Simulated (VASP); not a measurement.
# Ti (I4/mmm) in VASP: a series of runs

Ti is run at these levels: LDA; tasks: single point.

Program: VASP 6.6.1. These are calculated values, not measurements. Logs are shortened: lines on timing, memory, paths and dates and some standing lists are left out, and cuts for length are marked.

### Step 1. The cell of the first run

Symmetry: I4/mmm, No. 139, tetragonal system. The conventional cell has a = 3.233 Å, b = 3.233 Å, c = 3.282 Å, α = 90.00°, β = 90.00°, γ = 90.00°. Ti (site symmetry 4/mmm) has 14 Ti at 2.81 to 3.28 Å within 3.7 Å.

### Step 2. Single point, LDA (strain -0.015 along x and y, +0.000 along z)

The input, INCAR:

```
ALGO     = Normal         # electronic algorithm
EDIFF    = 1E-6           # SCF threshold, eV
ENCUT    = 520            # plane-wave cutoff, eV
ISIF     = 2              # what is computed and relaxed
ISMEAR   = 0              # smearing method
LASPH    = True           # aspherical terms in the spheres
LCHARG   = False          # write CHGCAR
LREAL    = False          # projectors in reciprocal space
LWAVE    = False          # write WAVECAR
NBANDS   = 12             # bands
NELM     = 60             # most SCF steps
PREC     = Accurate       # precision mode
SIGMA    = 0.15           # smearing width, eV
```

The input, KPOINTS:

```
k-points
0
Gamma
  20 20 20
```

The input, POSCAR:

```
Ti
1.0
   -1.6163850000      1.6163850000      1.6410000000
    1.6163850000     -1.6163850000      1.6410000000
    1.6163850000      1.6163850000     -1.6410000000
Ti
1
Direct
    0.0000000000      0.0000000000      0.0000000000
```

Potentials or basis: VASP PAW LDA potentials, release 64 (Ti_sv).

Command:

```
$ cat potpaw_LDA.64/Ti_sv/POTCAR > POTCAR
$ mpirun -np 1 vasp_std > vasp.out
```

OUTCAR:

```text
EDIFF = 1E-6
   ENCUT = 520
   ISIF = 2
   ISMEAR = 0
   LASPH = True
   LREAL = False
   NELM = 60
   PREC = Accurate

 ion  position               nearest neighbor table
   1  0.000  0.000  0.000-

  LATTYP: Found a body centered tetragonal cell.
 ALAT       =     3.2327700000
 C/A-ratio  =     1.0152284264

  Lattice vectors:

 A1 = (  -1.6163850000,   1.6163850000,   1.6410000000)
 A2 = (   1.6163850000,  -1.6163850000,   1.6410000000)
 A3 = (   1.6163850000,   1.6163850000,  -1.6410000000)

Analysis of symmetry for initial positions (statically):
=====================================================================
 Subroutine PRICEL returns:
 Original cell was already a primitive cell.

 Routine SETGRP: Setting up the symmetry group for a
 body centered tetragonal supercell.

 Subroutine GETGRP returns: Found 16 space group operations
 (whereof 16 operations were pure point group operations)
 out of a pool of 16 trial point group operations.

The static configuration has the point symmetry D_4h.

Analysis of symmetry for dynamics (positions and initial velocities):
=====================================================================
 Subroutine PRICEL returns:
 Original cell was already a primitive cell.

 Routine SETGRP: Setting up the symmetry group for a
 body centered tetragonal supercell.

 Subroutine GETGRP returns: Found 16 space group operations
 (whereof 16 operations were pure point group operations)
 out of a pool of 16 trial point group operations.

The dynamic configuration has the point symmetry D_4h.

 Subroutine INISYM returns: Found 16 space group operations
 (whereof 16 operations are pure point group operations),
 and found     1 'primitive' translations

----------------------------------------------------------------------------------------

                                     Primitive cell

  volume of cell :      17.1498

  direct lattice vectors                    reciprocal lattice vectors
    -1.616385000  1.616385000  1.641000000     0.000000000  0.309332244  0.304692261
     1.616385000 -1.616385000  1.641000000     0.309332244  0.000000000  0.304692261
     1.616385000  1.616385000 -1.641000000     0.309332244  0.309332244  0.000000000

  length of vectors
     2.813944196  2.813944196  2.813944196     0.434193288  0.434193288  0.437461855

  position of ions in fractional coordinates (direct lattice)
     0.000000000  0.000000000  0.000000000

  ion indices of the primitive-cell ions
   primitive index   ion index
                 1           1

----------------------------------------------------------------------------------------

 KPOINTS: k-points

Automatic generation of k-mesh.
 Grid dimensions read from file:
 generate k-points for:   20   20   20

 Generating k-lattice:

  Cartesian coordinates                     Fractional coordinates (reciprocal lattice)
     0.000000000  0.015466612  0.015234613     0.050000000  0.000000000  0.000000000
     0.015466612  0.000000000  0.015234613     0.000000000  0.050000000  0.000000000
     0.015466612  0.015466612  0.000000000     0.000000000  0.000000000  0.050000000

  Length of vectors
     0.021709664  0.021709664  0.021873093

  Shift w.r.t. Gamma in fractional coordinates (k-lattice)
     0.000000000  0.000000000  0.000000000

 Subroutine IBZKPT returns following result:
 ===========================================

 Found    641 irreducible k-points:

 Following reciprocal coordinates:
            Coordinates               Weight
  0.000000  0.000000  0.000000      1.000000
  0.050000  0.000000  0.000000      8.000000
  0.100000  0.000000 -0.000000      8.000000
  0.150000  0.000000  0.000000      8.000000
  0.200000  0.000000 -0.000000      8.000000
  0.250000  0.000000  0.000000      8.000000
[... 16 lines left out ...]
 -0.400000  0.050000  0.000000     16.000000
 -0.350000  0.050000  0.000000     16.000000
 [... further k-points ...]
   k-points           NKPTS =    641   k-points in BZ     NKDIM =    641   number of bands    NBANDS=     12
   number of dos      NEDOS =    301   number of ions     NIONS =      1
   total plane-waves  NPLWV =  13824
   dimension x,y,z NGX =    24 NGY =   24 NGZ =   24
   dimension x,y,z NGXF=    48 NGYF=   48 NGZF=   48
   ions per type =               1
   NGX,Y,Z   is equivalent  to a cutoff of  14.18, 14.18, 14.18 a.u.
   NGXF,Y,Z  is equivalent  to a cutoff of  28.36, 28.36, 28.36 a.u.
 SYSTEM =  unknown system
   PREC   = accura    normal or accurate (medium, high low for compatibility)
   ISTART =      0    job   : 0-new  1-cont  2-samecut
   ICHARG =      2    charge: 1-file 2-atom 10-const
   ISPIN  =      1    spin polarized calculation?
   LNONCOLLINEAR =      F non collinear calculations
   LSORBIT =      F    spin-orbit coupling
   LASPH  =      T    aspherical Exc in radial PAW
   ENCUT  =  520.0 eV  38.22 Ry    6.18 a.u.   5.23  5.23  5.23*2*pi/ulx,y,z
   NELM   =     60;   NELMIN=  2; NELMDL= -5     # of ELM steps
   EDIFF  = 0.1E-05   stopping-criterion for ELM
   LREAL  =      F    real-space projection
   EDIFFG = 0.1E-04   stopping-criterion for IOM
   NSW    =      0    number of steps for IOM
   IBRION =     -1    ionic relax: 0-MD 1-quasi-New 2-CG
   NFREE  =      0    steps in history (QN), initial steepest desc. (CG)
   ISIF   =      2    stress and relaxation
   ISYM   =      2    0-nonsym 1-usesym 2-fastsym
   POTIM  = 0.5000    time-step for ionic-motion
   TEBEG  =    0.0;   TEEND  =   0.0 temperature during run
   PSTRESS=    0.0 pullay stress
   NELECT =      12.0000    total number of electrons
   NUPDOWN=      -1.0000    fix difference up-down
   EMIN   =  10.00;   EMAX   =-10.00  energy-range for DOS
   EFERMI =   0.00;   METHOD = LEGACY
   ISMEAR =     0;   SIGMA  =   0.15  broadening in eV -4-tet -1-fermi 0-gaus
   EFERMI_NEDOS =   21; number of points for ismear=-14 and -15
   IALGO  =     38    algorithm
   IMIX   =      4    mixing-type and parameters
     AMIX     =   0.40;   BMIX     =  1.00
     AMIX_MAG =   1.60;   BMIX_MAG =  1.00
  volume/ion in A,a.u.               =      17.15       115.73
  Fermi-wavevector in a.u.,A,eV,Ry     =   1.453391  2.746511 28.740210  2.112346
  Thomas-Fermi vector in A             =   2.570663
   LORBIT       =      0    0 simple, 1 ext, 2 COOP (PROOUT), +10 PAW based schemes
   GGA     = CA    functional components
   LHFCALC =     F    Hartree Fock is set to
   AEXX    =    0.0000 exact exchange contribution
   IVDW    =     0    specifies the selected vdW correction
   LEPSILON=     F    determine dielectric tensor
   LRPA    =     F    only Hartree local field effects (RPA)
 non-spin polarized calculation
 Gauss-broadening in eV      SIGMA  =   0.15
  energy-cutoff  :      520.00
  volume of cell :       17.15
 maximum number of plane-waves:       476
 NGX is ok and might be reduce to    24
   NGX = 11   NGY = 11   NGZ = 11

 number of electron      11.9999997 magnetization

 Free energy of the ion-electron system (eV)
  ---------------------------------------------------
  ext. energy  EPLUGINS =         0.00000000
  ---------------------------------------------------
  free energy    TOTEN  =        -8.43753100 eV

  energy without entropy =       -8.41188842  energy(sigma->0) =       -8.42470971

 E-fermi :   7.9753     XC(G=0): -11.8407

 val. band max:        7.9734446906   @ k =  -0.1500   0.5000   0.1000
 cond. band min:       7.9767013164   @ k =  -0.1500   0.3500   0.0500
 fundamental gap:      0.0032566258
 Fermi energy:         7.9753153284

 k-point     1 :       0.0000    0.0000    0.0000
  band No.  band energies     occupation
      1     -47.8311      2.00000
      2     -24.0415      2.00000
      3     -24.0415      2.00000
      4     -24.0406      2.00000
      5       2.0774      2.00000
      6       8.9014      0.00000
      7       8.9014      0.00000
      8       9.0082      0.00000
      9      10.6750      0.00000
     10      10.7998      0.00000
     11      25.3854      0.00000
     12      25.6531      0.00000

 k-point     2 :       0.0500    0.0000    0.0000
  band No.  band energies     occupation
      1     -47.8276      2.00000
      2     -24.0596      2.00000
      3     -24.0471      2.00000
      4     -24.0411      2.00000
      5       2.1641      2.00000
      6       8.8923      0.00000
      7       8.8940      0.00000
      8       9.0400      0.00000
      9      10.6374      0.00000
     10      10.7906      0.00000
     11      25.3233      0.00000
     12      25.5924      0.00000

 k-point     3 :       0.1000    0.0000   -0.0000
  band No.  band energies     occupation
      1     -47.8174      2.00000
      2     -24.1132      2.00000
      3     -24.0633      2.00000
      4     -24.0413      2.00000
      5       2.4191      2.00000
      6       8.7983      0.00000
      7       8.8535      0.00000
      8       9.2117      0.00000
      9      10.5323      0.00000
     10      10.7842      0.00000
     11      24.9857      0.00000
     12      25.4718      0.00000
[... 286 lines left out ...]
 k-point    23 :      -0.4000    0.0500    0.0000
  band No.  band energies     occupation
      1     -47.7056      2.00000
      2     -24.6616      2.00000
      3     -24.2372      2.00000
      4     -24.0507      2.00000
      5       5.2836      2.00000
      6       7.7562      1.96111
      7       8.4281      0.00002
      8      10.5846      0.00000
      9      11.0421      0.00000
     10      11.7424      0.00000
     11      18.5630      0.00000
     12      22.2137      0.00000

 k-point    24 :      -0.3500    0.0500    0.0000
  band No.  band energies     occupation
      1     -47.7240      2.00000
      2     -24.5751      2.00000
      3     -24.2078      2.00000
      4     -24.0504      2.00000
      5       4.8895      2.00000
      6       7.9129      1.44365
      7       8.2518      0.00915
      8      10.4889      0.00000
      9      10.9827      0.00000
     10      11.2437      0.00000
     11      19.8472      0.00000
     12      22.7867      0.00000

 [... further k-points ...]
[... 5 lines left out ...]
  --------------------------------------------------------------------------------------
  -------------------------------------------------------------------------------------
  Total       -0.8938047     -0.8938047     -0.8610233      0.0000000      0.0000000      0.0000000
  in kB      -83.5016475    -83.5016475    -80.4391187      0.0000000      0.0000000      0.0000000
  external PRESSURE =     -82.4808045 kB  Pullay stress =       0.0000000 kB

 VOLUME and BASIS-vectors are now :
 -----------------------------------------------------------------------------
  energy-cutoff  :      520.00
  volume of cell :       17.15
      direct lattice vectors                 reciprocal lattice vectors
    -1.616385000  1.616385000  1.641000000     0.000000000  0.309332244  0.304692261
     1.616385000 -1.616385000  1.641000000     0.309332244  0.000000000  0.304692261
     1.616385000  1.616385000 -1.641000000     0.309332244  0.309332244  0.000000000

 POSITION                                       TOTAL-FORCE (eV/Angst)
 -----------------------------------------------------------------------------------
      0.00000      0.00000      0.00000         0.000000      0.000000      0.000000
 -----------------------------------------------------------------------------------
    total drift:                                0.000000      0.000000      0.000000

  FREE ENERGIE OF THE ION-ELECTRON SYSTEM (eV)
  ---------------------------------------------------
  free  energy   TOTEN  =        -8.4375310031 eV

  energy  without entropy=       -8.4118884235  energy(sigma->0) =       -8.42470971
```

It took 97 s on 1 thread of Intel Xeon Platinum 8259CL at 2.50GHz (Skylake/Cascade Lake), shared host; peak memory 0.23 GiB.

Results:

- Free energy: -8.4375 eV
- Pressure: -8.2 GPa
- Band gap on the k mesh: zero (band 6 reaches 8.91 eV, above the bottom of band 7 at 7.32 eV)

Caveat: the cell differs from its parent crystal (strain -0.015 along x and y, +0.000 along z).

### Step 3. Single point, LDA (strain +0.000 along x and y, -0.015 along z)

The input, INCAR:

```
SYSTEM = Ti
PREC = Accurate
ENCUT = 520
EDIFF = 1E-6
ISMEAR = 0
SIGMA = 0.15
LREAL = .False.
LASPH = .True.
NELM = 100
ALGO = Fast
ISIF = 2
LWAVE = .False.
LCHARG = .False.
NBANDS = 12
```

The input, KPOINTS:

```
regular mesh
0
Gamma
  20 20 20
  0 0 0
```

The input, POSCAR:

```
Ti
1.0
   -1.6410000000      1.6410000000      1.6163850000
    1.6410000000     -1.6410000000      1.6163850000
    1.6410000000      1.6410000000     -1.6163850000
Ti
1
Direct
    0.0000000000      0.0000000000      0.0000000000
```

Potentials or basis: VASP PAW LDA potentials, release 64 (Ti_sv).

Command:

```
$ cat potpaw_LDA.64/Ti_sv/POTCAR > POTCAR
$ mpirun -np 1 vasp_std > vasp.out
```

OUTCAR:

```text
SYSTEM = Ti
   PREC = Accurate
   ENCUT = 520
   EDIFF = 1E-6
   ISMEAR = 0
   LREAL = .False.
   LASPH = .True.
   NELM = 100
   ISIF = 2

 ion  position               nearest neighbor table
   1  0.000  0.000  0.000-

  LATTYP: Found a body centered tetragonal cell.
 ALAT       =     3.2820000000
 C/A-ratio  =     0.9850000000

  Lattice vectors:

 A1 = (  -1.6410000000,   1.6410000000,   1.6163850000)
 A2 = (   1.6410000000,  -1.6410000000,   1.6163850000)
 A3 = (   1.6410000000,   1.6410000000,  -1.6163850000)

[... 532 lines left out ...]
      5       4.7547      2.00000
      6       7.6935      1.76015
      7       8.1148      0.00515
      8      10.3770      0.00000
      9      10.7458      0.00000
     10      11.0280      0.00000
     11      19.6458      0.00000
     12      22.4229      0.00000

 [... further k-points ...]
[... 5 lines left out ...]
  --------------------------------------------------------------------------------------
  -------------------------------------------------------------------------------------
  Total       -1.0337092     -1.0337092     -1.0744196      0.0000000     -0.0000000     -0.0000000
  in kB      -95.1233179    -95.1233179    -98.8695425      0.0000000     -0.0000000     -0.0000000
  external PRESSURE =     -96.3720594 kB  Pullay stress =       0.0000000 kB

 VOLUME and BASIS-vectors are now :
 -----------------------------------------------------------------------------
  energy-cutoff  :      520.00
  volume of cell :       17.41
      direct lattice vectors                 reciprocal lattice vectors
    -1.641000000  1.641000000  1.616385000     0.000000000  0.304692261  0.309332244
     1.641000000 -1.641000000  1.616385000     0.304692261  0.000000000  0.309332244
     1.641000000  1.641000000 -1.616385000     0.304692261  0.304692261  0.000000000

 POSITION                                       TOTAL-FORCE (eV/Angst)
 -----------------------------------------------------------------------------------
      0.00000      0.00000      0.00000         0.000000     -0.000000      0.000000
 -----------------------------------------------------------------------------------
    total drift:                                0.000000      0.000000      0.000000

  FREE ENERGIE OF THE ION-ELECTRON SYSTEM (eV)
  ---------------------------------------------------
  free  energy   TOTEN  =        -8.4230818815 eV

  energy  without entropy=       -8.3968196042  energy(sigma->0) =       -8.40995074
```

OSZICAR:

```text
N       E                     dE             d eps       ncg     rms          rms(c)
DAV:   1     0.855492765411E+02    0.85549E+02   -0.65113E+03 15416   0.119E+03
DAV:   2    -0.521403329788E+01   -0.90763E+02   -0.88425E+02 15724   0.295E+02
DAV:   3    -0.940044504239E+01   -0.41864E+01   -0.41349E+01 21452   0.643E+01
[... 12 lines left out ...]
RMM:  16    -0.842307431449E+01   -0.63524E-05   -0.63540E-05 19425   0.368E-02    0.280E-02
RMM:  17    -0.842307767394E+01   -0.33594E-05   -0.32526E-05 17549   0.301E-02    0.211E-02
RMM:  18    -0.842307983156E+01   -0.21576E-05   -0.25695E-05 17596   0.331E-02    0.602E-03
RMM:  19    -0.842308112042E+01   -0.12889E-05   -0.12740E-05 14246   0.176E-02    0.346E-03
RMM:  20    -0.842308188154E+01   -0.76112E-06   -0.77478E-06 13356   0.124E-02
   1 F= -.84230819E+01 E0= -.84099507E+01  d E =-.262623E-01
```

stdout:

```text
POSCAR found type information on POSCAR Ti
 POSCAR found :  1 types and       1 ions
 scaLAPACK will be used
 LDA part: xc-table for (Slater(with rela. corr.)+CA(PZ))
 , standard interpolation
 POSCAR, INCAR and KPOINTS ok, starting setup
 FFT: planning ... GRIDC
 FFT: planning ... GRID_SOFT
 FFT: planning ... GRID
 WAVECAR not read
 entering main loop
WARNING in EDDRMM: call to ZHEGV failed, returncode =   6  3     10
WARNING in EDDRMM: call to ZHEGV failed, returncode =   6  3     12
WARNING in EDDRMM: call to ZHEGV failed, returncode =   6  3      5
WARNING in EDDRMM: call to ZHEGV failed, returncode =   8  4     11
WARNING in EDDRMM: call to ZHEGV failed, returncode =   6  3      7
WARNING in EDDRMM: call to ZHEGV failed, returncode =   8  4      5
WARNING in EDDRMM: call to ZHEGV failed, returncode =   6  3      7
WARNING in EDDRMM: call to ZHEGV failed, returncode =   6  3      6
WARNING in EDDRMM: call to ZHEGV failed, returncode =   6  3      8
WARNING in EDDRMM: call to ZHEGV failed, returncode =   6  3      5
WARNING in EDDRMM: call to ZHEGV failed, returncode =   6  3      9
WARNING in EDDRMM: call to ZHEGV failed, returncode =   6  3      7
WARNING in EDDRMM: call to ZHEGV failed, returncode =   6  3      5
WARNING in EDDRMM: call to ZHEGV failed, returncode =   6  3      5
```

It took 3.2 min on 1 thread of Intel Xeon Platinum 8259CL at 2.50GHz (Skylake/Cascade Lake), shared host; peak memory 0.24 GiB.

Results:

```
Free energy            : -8.4231 eV
Pressure               : -9.6 GPa
Band gap on the k mesh : zero (band 6 reaches 8.76 eV, above the bottom of band 7 at 7.16 eV)
```

Stress tensor (GPa, compression positive):
```
-9.51  0.00  0.00
 0.00 -9.51  0.00
 0.00  0.00 -9.89
```

Caveat: the cell differs from its parent crystal (strain +0.000 along x and y, -0.015 along z).
